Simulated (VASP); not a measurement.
Wanted: the native input for a VASP 6.6.1 run.

```yaml
Task: single point
Functional: PBEsol
Potentials_or_basis: VASP PAW PBE potentials, release 64 (Cs_sv)
Cutoff: 520 eV
k_mesh: 12 × 12 × 12
Occupations: gaussian, width 0.1 eV
Spin: no spin polarisation
Dipole_correction: no
k_mesh_for_the_DOS: 18 × 18 × 18
Occupations_for_the_DOS: tetrahedron
Further_INCAR_settings: ALGO = Fast; EDIFF = 1e-07
```

Crystal: Cs.

```
Cs
1.0
     5.04331    0.00000    0.00000
     0.00000    5.04331    0.00000
     0.00000    0.00000    5.03608
Cs
1
Direct
  0.50000 0.50000 0.50000
```

This isn't the form of Cs at room conditions, which is bcc.

The input as run:

POSCAR

```
Cs
1.0
    5.0433060731      0.0000000000      0.0000000000
    0.0000000000      5.0433060731      0.0000000000
    0.0000000000      0.0000000000      5.0360807514
Cs
1
Direct
    0.5000000000      0.5000000000      0.5000000000
```

INCAR.step1

```
SYSTEM = Cs
  ALGO = Fast
  EDIFF = 1E-7
  ENCUT = 520
  GGA = PS
  ISIF = 2
  ISMEAR = 0
  LASPH = .True.
  LCHARG = .True.
  LREAL = .False.
  LWAVE = .False.
  NBANDS = 10
  NELM = 60
  PREC = Accurate
  SIGMA = 0.1
```

KPOINTS.step1

```
k-points
0
Gamma
  12 12 12
  0 0 0
```

INCAR.step2

```
SYSTEM = Cs
  ALGO = Fast
  EDIFF = 1E-7
  ENCUT = 520
  GGA = PS
  ICHARG = 11
  ISIF = 2
  ISMEAR = -5
  LASPH = .True.
  LCHARG = .False.
  LORBIT = 11
  LREAL = .False.
  LWAVE = .False.
  NEDOS = 2001
  NELM = 60
  PREC = Accurate
  SIGMA = 0.1
```

KPOINTS.step2

```
k-points
0
Gamma
  18 18 18
  0 0 0
```

Potentials or basis: VASP PAW PBE potentials, release 64 (Cs_sv).

Run with:

```console
$ cat potpaw_PBE.64/Cs_sv/POTCAR > POTCAR
$ cp INCAR.step1 INCAR
$ cp KPOINTS.step1 KPOINTS
$ mpirun -np 1 vasp_std > vasp.out
$ cp INCAR.step2 INCAR
$ cp KPOINTS.step2 KPOINTS
$ mpirun -np 1 vasp_std > vasp.out
```

Results of the run:

| Quantity | Value |
| --- | --- |
| Valence electrons inside the program's atomic spheres | Cs 6.55 |

Run time: 3 min on 1 thread of Intel(R) Xeon(R) 6975P-C (Granite Rapids) (shared host), peak memory 0.67 GiB.
